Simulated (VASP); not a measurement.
# Ag (P6_3/mmc) in VASP: a series of runs

Runs on Ag. Level: PBEsol. Tasks: single point.

Everything below comes from runs of VASP 6.6.1. Logs are shortened: lines on timing, memory, paths and dates and some standing lists are left out, and cuts for length are marked.

## (1) The cell of the first run

The structure is hexagonal, space group P6_3/mmc (No. 194). Conventional cell: a = 2.850 Å, b = 2.850 Å, c = 4.659 Å, α = 90.00°, β = 90.00°, γ = 120.00°. Ag (site symmetry -6m2) has 12 Ag at 2.85 Å within 3.8 Å.

## (2) Single point, PBEsol

Contents of INCAR:

```
SYSTEM = Ag
ALGO     = Normal         ! electronic algorithm
EDIFF    = 1E-7           ! SCF threshold, eV
ENCUT    = 520            ! plane-wave cutoff, eV
GGA      = PS             ! functional
ISIF     = 2              ! what is computed and relaxed
ISMEAR   = 1              ! smearing method
LASPH    = .TRUE.         ! aspherical terms in the spheres
LCHARG   = .FALSE.        ! write CHGCAR
LREAL    = .FALSE.        ! projectors in reciprocal space
LWAVE    = .FALSE.        ! write WAVECAR
NBANDS   = 18             ! bands
NELM     = 100            ! most SCF steps
PREC     = Accurate       ! precision mode
SIGMA    = 0.1            ! smearing width, eV
```

Contents of KPOINTS:

```
k-points
0
G
  11 11 6
  0 0 0
```

Contents of POSCAR:

```
Ag
1.0
    2.8496852608      0.0000000000      0.0000000000
   -1.4248426304      2.4678998257      0.0000000000
    0.0000000000      0.0000000000      4.6587004776
Ag
2
Direct
    0.3333333333      0.6666666667      0.2500000000
    0.6666666667      0.3333333333      0.7500000000
```

Potentials or basis: VASP PAW PBE potentials, release 64 (Ag).

Launch:

```console
$ cat potpaw_PBE.64/Ag/POTCAR > POTCAR
$ mpirun -np 1 vasp_std > vasp.out
```

OUTCAR:

```text
SYSTEM = Ag
   EDIFF = 1E-7
   ENCUT = 520
   GGA = PS
   ISIF = 2
   ISMEAR = 1
   LASPH = .TRUE.
   LREAL = .FALSE.
   NELM = 100
   PREC = Accurate

 ion  position               nearest neighbor table
   1  0.333  0.667  0.250-   2 2.85   2 2.85   2 2.85   2 2.85   2 2.85   2 2.85
   2  0.667  0.333  0.750-   1 2.85   1 2.85   1 2.85   1 2.85   1 2.85   1 2.85

  LATTYP: Found a hexagonal cell.
 ALAT       =     2.8496852608
 C/A-ratio  =     1.6348122867

  Lattice vectors:

 A1 = (   2.8496852608,   0.0000000000,   0.0000000000)
 A2 = (  -1.4248426304,   2.4678998257,   0.0000000000)
 A3 = (   0.0000000000,   0.0000000000,   4.6587004776)

Analysis of symmetry for initial positions (statically):
=====================================================================
 Subroutine PRICEL returns:
 Original cell was already a primitive cell.

 Routine SETGRP: Setting up the symmetry group for a
 hexagonal supercell.

 Subroutine GETGRP returns: Found 24 space group operations
 (whereof 12 operations were pure point group operations)
 out of a pool of 24 trial point group operations.

The static configuration has the point symmetry D_3d.
 The point group associated with its full space group is D_6h.

Analysis of symmetry for dynamics (positions and initial velocities):
=====================================================================
 Subroutine PRICEL returns:
 Original cell was already a primitive cell.

 Routine SETGRP: Setting up the symmetry group for a
 hexagonal supercell.

 Subroutine GETGRP returns: Found 24 space group operations
 (whereof 12 operations were pure point group operations)
 out of a pool of 24 trial point group operations.

The dynamic configuration has the point symmetry D_3d.
 The point group associated with its full space group is D_6h.

 Subroutine INISYM returns: Found 24 space group operations
 (whereof 12 operations are pure point group operations),
 and found     1 'primitive' translations

----------------------------------------------------------------------------------------

                                     Primitive cell

  volume of cell :      32.7634

  direct lattice vectors                    reciprocal lattice vectors
     2.849685261  0.000000000  0.000000000     0.350915946  0.202601416  0.000000000
    -1.424842630  2.467899826  0.000000000     0.000000000  0.405202833  0.000000000
     0.000000000  0.000000000  4.658700478     0.000000000  0.000000000  0.214652134

  length of vectors
     2.849685261  2.849685258  4.658700478     0.405202832  0.405202833  0.214652134

  position of ions in fractional coordinates (direct lattice)
     0.333333333  0.666666667  0.250000000
     0.666666667  0.333333333  0.750000000

  ion indices of the primitive-cell ions
   primitive index   ion index
                 1           1
                 2           2

----------------------------------------------------------------------------------------

 KPOINTS: k-points

Automatic generation of k-mesh.
 Grid dimensions read from file:
 generate k-points for:   11   11    6

 Generating k-lattice:

  Cartesian coordinates                     Fractional coordinates (reciprocal lattice)
     0.031901450  0.018418311  0.000000000     0.090909091  0.000000000  0.000000000
     0.000000000  0.036836621  0.000000000     0.000000000  0.090909091  0.000000000
     0.000000000  0.000000000  0.035775356     0.000000000  0.000000000  0.166666667

  Length of vectors
     0.036836621  0.036836621  0.035775356

  Shift w.r.t. Gamma in fractional coordinates (k-lattice)
     0.000000000  0.000000000  0.000000000

 Subroutine IBZKPT returns following result:
 ===========================================

 Found     64 irreducible k-points:

 Following reciprocal coordinates:
            Coordinates               Weight
  0.000000  0.000000  0.000000      1.000000
  0.090909  0.000000  0.000000      6.000000
  0.181818  0.000000  0.000000      6.000000
  0.272727  0.000000  0.000000      6.000000
  0.363636  0.000000  0.000000      6.000000
  0.454545  0.000000  0.000000      6.000000
[... 16 lines left out ...]
  0.090909  0.090909  0.166667     12.000000
  0.181818  0.090909  0.166667     24.000000
 [... further k-points ...]
   k-points           NKPTS =     64   k-points in BZ     NKDIM =     64   number of bands    NBANDS=     18
   number of dos      NEDOS =    301   number of ions     NIONS =      2
   total plane-waves  NPLWV =  20736
   dimension x,y,z NGX =    24 NGY =   24 NGZ =   36
   dimension x,y,z NGXF=    48 NGYF=   48 NGZF=   72
   ions per type =               2
   NGX,Y,Z   is equivalent  to a cutoff of  14.00, 14.00, 12.85 a.u.
   NGXF,Y,Z  is equivalent  to a cutoff of  28.00, 28.00, 25.69 a.u.
 SYSTEM =  Ag
   PREC   = accura    normal or accurate (medium, high low for compatibility)
   ISTART =      0    job   : 0-new  1-cont  2-samecut
   ICHARG =      2    charge: 1-file 2-atom 10-const
   ISPIN  =      1    spin polarized calculation?
   LNONCOLLINEAR =      F non collinear calculations
   LSORBIT =      F    spin-orbit coupling
   LASPH  =      T    aspherical Exc in radial PAW
   ENCUT  =  520.0 eV  38.22 Ry    6.18 a.u.   5.30  5.30  8.66*2*pi/ulx,y,z
   NELM   =    100;   NELMIN=  2; NELMDL= -5     # of ELM steps
   EDIFF  = 0.1E-06   stopping-criterion for ELM
   LREAL  =      F    real-space projection
   EDIFFG = 0.1E-05   stopping-criterion for IOM
   NSW    =      0    number of steps for IOM
   IBRION =     -1    ionic relax: 0-MD 1-quasi-New 2-CG
   NFREE  =      0    steps in history (QN), initial steepest desc. (CG)
   ISIF   =      2    stress and relaxation
   ISYM   =      2    0-nonsym 1-usesym 2-fastsym
   POTIM  = 0.5000    time-step for ionic-motion
   TEBEG  =    0.0;   TEEND  =   0.0 temperature during run
   PSTRESS=    0.0 pullay stress
   NELECT =      22.0000    total number of electrons
   NUPDOWN=      -1.0000    fix difference up-down
   EMIN   =  10.00;   EMAX   =-10.00  energy-range for DOS
   EFERMI =   0.00;   METHOD = LEGACY
   ISMEAR =     1;   SIGMA  =   0.10  broadening in eV -4-tet -1-fermi 0-gaus
   EFERMI_NEDOS =   21; number of points for ismear=-14 and -15
   IALGO  =     38    algorithm
   IMIX   =      4    mixing-type and parameters
     AMIX     =   0.40;   BMIX     =  1.00
     AMIX_MAG =   1.60;   BMIX_MAG =  1.00
  volume/ion in A,a.u.               =      16.38       110.55
  Fermi-wavevector in a.u.,A,eV,Ry     =   1.433571  2.709057 27.961699  2.055127
  Thomas-Fermi vector in A             =   2.553075
   LORBIT       =      0    0 simple, 1 ext, 2 COOP (PROOUT), +10 PAW based schemes
   GGA     = PS    functional components
   LHFCALC =     F    Hartree Fock is set to
   AEXX    =    0.0000 exact exchange contribution
   IVDW    =     0    specifies the selected vdW correction
   LEPSILON=     F    determine dielectric tensor
   LRPA    =     F    only Hartree local field effects (RPA)
 non-spin polarized calculation
 Methfessel and Paxton  Order N= 1 SIGMA  =   0.10
  energy-cutoff  :      520.00
  volume of cell :       32.76
 maximum number of plane-waves:       893
 NGX is ok and might be reduce to    24
   NGX = 11   NGY = 11   NGZ = 17

 number of electron      21.9999999 magnetization

 Free energy of the ion-electron system (eV)
  ---------------------------------------------------
  ext. energy  EPLUGINS =         0.00000000
  ---------------------------------------------------
  free energy    TOTEN  =        -6.60130301 eV

  energy without entropy =       -6.60079959  energy(sigma->0) =       -6.60113520

 E-fermi :   8.9197     XC(G=0): -12.6527

 val. band max:        8.8618025343   @ k =   0.2727   0.1818   0.5000
 cond. band min:       8.9487598018   @ k =   0.0909   0.0000   0.0000
 fundamental gap:      0.0869572675
 Fermi energy:         8.9196735340

 k-point     1 :       0.0000    0.0000    0.0000
  band No.  band energies     occupation
      1       0.6677      2.00000
      2       2.1392      2.00000
      3       3.8621      2.00000
      4       3.9666      2.00000
      5       3.9666      2.00000
      6       4.2254      2.00000
[... 10 lines left out ...]
     17      27.5247      0.00000
     18      27.5247      0.00000

 k-point     2 :       0.0909    0.0000    0.0000
  band No.  band energies     occupation
      1       0.9032      2.00000
      2       2.2787      2.00000
      3       3.7223      2.00000
      4       4.0893      2.00000
      5       4.0969      2.00000
      6       4.1857      2.00000
[... 10 lines left out ...]
     17      26.7061      0.00000
     18      27.7851      0.00000

 k-point     3 :       0.1818    0.0000    0.0000
  band No.  band energies     occupation
      1       1.5450      2.00000
      2       2.5740      2.00000
      3       3.5540      2.00000
      4       3.9918      2.00000
      5       4.0309      2.00000
      6       4.3540      2.00000
[... 10 lines left out ...]
     17      26.2631      0.00000
     18      27.0185      0.00000

 k-point     4 :       0.2727    0.0000    0.0000
  band No.  band energies     occupation
      1       2.2656      2.00000
      2       2.6270      2.00000
      3       3.3561      2.00000
      4       3.7533      2.00000
      5       4.0430      2.00000
      6       4.1472      2.00000
[... 375 lines left out ...]
      4       3.6174      2.00000
      5       3.9918      2.00000
      6       4.4950      2.00000
[... 10 lines left out ...]
     17      21.1928      0.00000
     18      25.0285      0.00000

 k-point    23 :       0.0909    0.0909    0.1667
  band No.  band energies     occupation
      1       1.5457      2.00000
      2       2.5808      2.00000
      3       3.5758      2.00000
      4       3.9131      2.00000
      5       3.9715      2.00000
      6       4.2090      2.00000
[... 10 lines left out ...]
     17      25.9330      0.00000
     18      27.4185      0.00000

 k-point    24 :       0.1818    0.0909    0.1667
  band No.  band energies     occupation
      1       2.2092      2.00000
      2       2.8352      2.00000
      3       3.4172      2.00000
      4       3.6013      2.00000
      5       3.8824      2.00000
      6       4.2272      2.00000
[... 10 lines left out ...]
     17      25.3933      0.00000
     18      27.0523      0.00000

 [... further k-points ...]

------------------------ aborting loop because EDIFF is reached ----------------------------------------

  FORCE on cell =-STRESS in cart. coord.  units (eV):
  Direction    XX          YY          ZZ          XY          YZ          ZX
  --------------------------------------------------------------------------------------
  -------------------------------------------------------------------------------------
  Total        0.2954248      0.2954248      0.5396192      0.0000000      0.0000000     -0.0000000
  in kB       14.4466869     14.4466869     26.3881366      0.0000000      0.0000000     -0.0000000
  external PRESSURE =      18.4271701 kB  Pullay stress =       0.0000000 kB

 VOLUME and BASIS-vectors are now :
 -----------------------------------------------------------------------------
  energy-cutoff  :      520.00
  volume of cell :       32.76
      direct lattice vectors                 reciprocal lattice vectors
     2.849685261  0.000000000  0.000000000     0.350915946  0.202601416  0.000000000
    -1.424842630  2.467899826  0.000000000     0.000000000  0.405202833  0.000000000
     0.000000000  0.000000000  4.658700478     0.000000000  0.000000000  0.214652134

 POSITION                                       TOTAL-FORCE (eV/Angst)
 -----------------------------------------------------------------------------------
     -0.00000      1.64527      1.16468         0.000000     -0.000000      0.000000
      1.42484      0.82263      3.49403        -0.000000      0.000000      0.000000
 -----------------------------------------------------------------------------------
    total drift:                               -0.000000      0.000000     -0.000000

  FREE ENERGIE OF THE ION-ELECTRON SYSTEM (eV)
  ---------------------------------------------------
  free  energy   TOTEN  =        -6.6013030100 eV

  energy  without entropy=       -6.6007995861  energy(sigma->0) =       -6.60113520
```

Wall time 28 s (1 thread of AMD EPYC 7R13 (Zen 3), shared host); peak memory 0.14 GiB.

Results:

```
Free energy            : -6.6013 eV
Pressure               : 1.8 GPa
Band gap on the k mesh : zero (band 11 reaches 12.36 eV, above the bottom of band 12 at 5.36 eV)
```

Caveat: the PAW data sets were made with another functional, which shifts forces and pressure a little.

## (3) Single point, PBEsol

This run uses another cell than the first one, of 16.86 Å³/atom, 1.029 times its volume.

Contents of INCAR:

```
ALGO = Normal
EDIFF = 1E-6
ENCUT = 520
GGA = PS
ISIF = 2
ISMEAR = 1
LASPH = T
LCHARG = T
LELF = T
LREAL = F
LVHAR = T
LWAVE = F
NBANDS = 18
NELM = 100
PREC = Accurate
SIGMA = 0.1
```

Contents of KPOINTS:

```
k-points
0
Gamma
  11 11 6
```

Contents of POSCAR:

```
Ag
1.0
    2.8769566333      0.0000000000      0.0000000000
   -1.4384783166      2.4915175270      0.0000000000
    0.0000000000      0.0000000000      4.7032840524
Ag
2
Direct
    0.3333333333      0.6666666667      0.2500000000
    0.6666666667      0.3333333333      0.7500000000
```

Potentials or basis: VASP PAW PBE potentials, release 64 (Ag).

Launch:

```console
$ cat potpaw_PBE.64/Ag/POTCAR > POTCAR
$ mpirun -np 1 vasp_std > vasp.out
```

It took 28 s on 1 thread of AMD EPYC 7R13 (Zen 3), shared host; peak memory 0.14 GiB.

Results (log left out):

* Free energy: -6.6025 eV
* Pressure: -1.5 GPa
* Band gap on the k mesh: zero (band 11 reaches 11.89 eV, above the bottom of band 12 at 4.99 eV)

Stress tensor (GPa, compression positive):
```
-1.90  0.00  0.00
 0.00 -1.90  0.00
 0.00  0.00 -0.81
```

Levels at points of the mesh, in eV from the Fermi level:
| k point | band 8 | band 9 | band 10 | band 11 | band 12 | band 13 | band 14 | band 15 |
| --- | --- | --- | --- | --- | --- | --- | --- | --- |
| (0.00, 0.00, 0.00) | -4.23 | -4.23 | -3.19 | -3.19 | -0.61 | 3.50 | 15.54 | 17.46 |
| (0.00, 0.00, 0.50) | -4.71 | -3.51 | -3.51 | -3.51 | -3.51 | 11.06 | 11.06 | 15.91 |

Caveat: the PAW data sets were made with another functional, which shifts forces and pressure a little.

## (4) Single point, PBEsol

This run uses another cell than the first one, of 17.33 Å³/atom, 1.058 times its volume.

Contents of INCAR:

```
SYSTEM = Ag
PREC = Accurate ; ENCUT = 520
EDIFF = 1E-7 ; ISMEAR = 1
SIGMA = 0.1 ; LREAL = .False.
LASPH = .True. ; NELM = 60
ALGO = Normal ; ISIF = 2
LWAVE = .False. ; LCHARG = .True.
GGA = PS ; LELF = .True.
LVHAR = .True. ; NBANDS = 18
```

Contents of KPOINTS:

```
regular mesh
0
Gamma
  11 11 6
  0 0 0
```

Contents of POSCAR:

```
Ag
1.0
    2.9037205575      0.0000000000      0.0000000000
   -1.4518602787      2.5146957652      0.0000000000
    0.0000000000      0.0000000000      4.7470380445
Ag
2
Direct
    0.3333333333      0.6666666667      0.2500000000
    0.6666666667      0.3333333333      0.7500000000
```

Launch:

```console
$ cat potpaw_PBE.64/Ag/POTCAR > POTCAR
$ mpirun -np 1 vasp_std > vasp.out
```

Wall time 29 s (1 thread of AMD EPYC 7R13 (Zen 3), shared host); peak memory 0.14 GiB.

The run converged. Its results:

```yaml
Free_energy: -6.5855 eV
Pressure: -4.3 GPa
Band_gap_on_the_k_mesh: zero (band 11 reaches 11.44 eV, above the bottom of band 12 at 4.64 eV)
```

Stress tensor (GPa, compression positive):
```
-4.70  0.00  0.00
 0.00 -4.70  0.00
 0.00  0.00 -3.58
```

Levels at points of the mesh, in eV from the Fermi level:
```csv
k point,band 9,band 10,band 11,band 12,band 13,band 14
"(0.00, 0.00, 0.00)",-4.16,-3.17,-3.17,-0.53,3.36,15.47
"(0.00, 0.00, 0.50)",-3.47,-3.47,-3.47,-3.47,10.85,10.85
```

Caveat: the PAW data sets were made with another functional, which shifts forces and pressure a little.

## (5) The runs side by side

| cell | gap on the mesh (eV) | pressure (GPa) |
| --- | --- | --- |
| a = 2.850, b = 2.850, c = 4.659 Å, angles 90.0, 90.0, 120.0°, 2 atoms | none | 1.8 |
| a = 2.877, b = 2.877, c = 4.703 Å, angles 90.0, 90.0, 120.0°, 2 atoms | none | -1.5 |
| a = 2.904, b = 2.904, c = 4.747 Å, angles 90.0, 90.0, 120.0°, 2 atoms | none | -4.3 |

Alike in all rows: task single point; level PBEsol; potentials or basis VASP PAW PBE potentials, release 64 (Ag); no spin polarisation; k mesh 11 × 11 × 6; cutoff (eV) 520; smearing methfessel-paxton 0.1 eV.

Caveats: the PAW data sets were made with another functional, which shifts forces and pressure a little.

Total energies depend on the potentials used, so only differences within one code and one set of settings carry meaning.
